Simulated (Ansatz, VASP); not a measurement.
**One calculation of Hg, two programs**

The input INCAR:

```
SYSTEM = Hg
PREC = Accurate ; ENCUT = 520
EDIFF = 1E-7 ; ISMEAR = -1
SIGMA = 0.05 ; LREAL = .False.
LASPH = .True. ; NELM = 80
ALGO = Normal ; ISIF = 2
LWAVE = .False. ; LCHARG = .True.
GGA = PE ; LELF = .True.
LVHAR = .True. ; NBANDS = 19
```

The input KPOINTS:

```
Automatic mesh
0
Gamma
  11 11 11
  0 0 0
```

File POSCAR:

```
Hg
1.0
    0.0000000000      3.5007374005      3.5007374005
    3.5007374005      0.0000000000      3.5007374005
    3.5007374005      3.5007374005      0.0000000000
Hg
2
Direct
   -0.1250000000     -0.1250000000     -0.1250000000
    0.1250000000      0.1250000000      0.1250000000
```

Input for Ansatz:

```yaml
crystal:
  lattice:
    - [0.0, 3.5007374005, 3.5007374005]
    - [3.5007374005, 0.0, 3.5007374005]
    - [3.5007374005, 3.5007374005, 0.0]
  atoms:
    - { symbol: Hg, position: [-0.125, -0.125, -0.125] }
    - { symbol: Hg, position: [0.125, 0.125, 0.125] }
kpoints:
  mp_grid: { grid: [11, 11, 11] }
scf:
  occupations: { method: fermi_dirac, width: 0.05 }
hamiltonian:
  xc: pbe
  pseudopotentials: { kind: all_electron, lapw: { basis_error: 0.001 } }
output:
  forces: true
  stress: true
  eigenvalues: true
  populations: true
```

Change from the starting cell: volume scaled by 0.76, LAPW.

Alike in both runs: task single point; functional PBE; k mesh 11 × 11 × 11; occupations fermi-dirac, width 0.05 eV; no spin polarisation.

|  | VASP | Ansatz |
| --- | --- | --- |
| version | VASP 6.6.1 | Ansatz 0.2.0 |
| potentials or method | VASP PAW PBE potentials, release 64 (Hg), cutoff 520 eV | all-electron LAPW, scalar-relativistic |

|  | VASP | Ansatz | Ansatz less VASP |
| --- | --- | --- | --- |
| pressure (GPa) | 0.5 | 0.5 | -0.08 |

Ansatz ran all-electron here, and VASP with PAW potentials.

Neither program's run includes spin-orbit coupling.
